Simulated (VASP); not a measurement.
Set up this calculation in VASP 6.6.1, as the native input.

```yaml
Task: single point
Functional: PBEsol
Potentials_or_basis: VASP PAW PBE potentials, release 64 (Li_sv, Be)
Cutoff: 520 eV
k_mesh: 18 × 12 × 8
Occupations: gaussian, width 0.1 eV
Spin: no spin polarisation
Dipole_correction: no
Further_INCAR_settings: ALGO = Fast; EDIFF = 1e-06; NBANDS = 13
```

The structure of LiBe lies in POSCAR:

```
LiBe
1.0
    2.2959861536      0.0000000000      0.0000000000
    0.0000000000      3.6127729800      0.0000000000
   -0.4017425219      0.0000000000      5.5135259934
Li Be
2 2
Direct
    0.7368475600      0.2500000000      0.1548577400
    0.2827518613      0.7500000000      0.8451422600
    0.7564180800      0.2500000000      0.5761716400
    0.2435819200      0.7500000000      0.4238283600
```

This cell differs from its parent crystal: one atom moved.

One way to write it, as run:

INCAR

```
SYSTEM = LiBe
PREC = Accurate
ENCUT = 520
EDIFF = 1E-6
ISMEAR = 0
SIGMA = 0.1
LREAL = .FALSE.
LASPH = .TRUE.
NELM = 80
ALGO = Fast
ISIF = 2
LWAVE = .FALSE.
LCHARG = .TRUE.
GGA = PS
LELF = .TRUE.
LVHAR = .TRUE.
NBANDS = 13
```

KPOINTS

```
regular mesh
0
G
  18 12 8
  0 0 0
```

Potentials or basis: VASP PAW PBE potentials, release 64 (Li_sv, Be).

Launch:

```bash
$ cat potpaw_PBE.64/Li_sv/POTCAR potpaw_PBE.64/Be/POTCAR > POTCAR
$ mpirun -np 1 vasp_std > vasp.out
```

It gave:

The largest force is 0.046 eV/Å and the band gap on the k mesh is zero (band 5 reaches 6.21 eV, above the bottom of band 6 at 0.72 eV).

Caveat: the cell differs from its parent crystal (one atom moved); the PAW data sets were made with another functional, which shifts forces and pressure a little.

Run time: 6.8 min on 1 thread of Intel(R) Xeon(R) Platinum 8259CL CPU @ 2.50GHz (Skylake/Cascade Lake) (shared host), peak memory 0.36 GiB.
